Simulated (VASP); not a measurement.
Ni, 2 atoms in the cell. It takes space group Fm-3m (No. 225, cubic). Conventional cell: a = 3.535 Å, b = 3.535 Å, c = 3.535 Å, α = 90.00°, β = 90.00°, γ = 90.00°. Ni (site symmetry m-3m) has 12 Ni at 2.50 Å within 3.3 Å. 

| Item | Value |
| --- | --- |
| Program | VASP 6.6.1 |
| Task | single point |
| Functional | PBE |
| Potentials or basis | VASP PAW PBE potentials, release 64 (Ni) |
| Cutoff | 520 eV |
| k mesh | 6 × 12 × 12 |
| Occupations | fermi-dirac, width 0.05 eV |
| Spin | collinear spin, antiferromagnetic start |
| Starting moments | [2.0, -2.0] μB |
| Dipole correction | no |
| Further INCAR settings | ALGO = Normal; EDIFF = 1e-07; NBANDS = 21 |

Potentials or basis: VASP PAW PBE potentials, release 64 (Ni).

The run is started by

```console
$ cat potpaw_PBE.64/Ni/POTCAR > POTCAR
$ mpirun -np 1 vasp_std > vasp.out
```

Hardware: 1 thread of Intel(R) Xeon(R) 6975P-C (Granite Rapids), on a shared host.

**Question.** How long does it take, and how much memory?

**Answer.** Wall time 40 s on 1 thread of Intel(R) Xeon(R) 6975P-C (Granite Rapids), on a shared host, peak memory 0.19 GiB. Counts: scf iterations 16, k points 98.
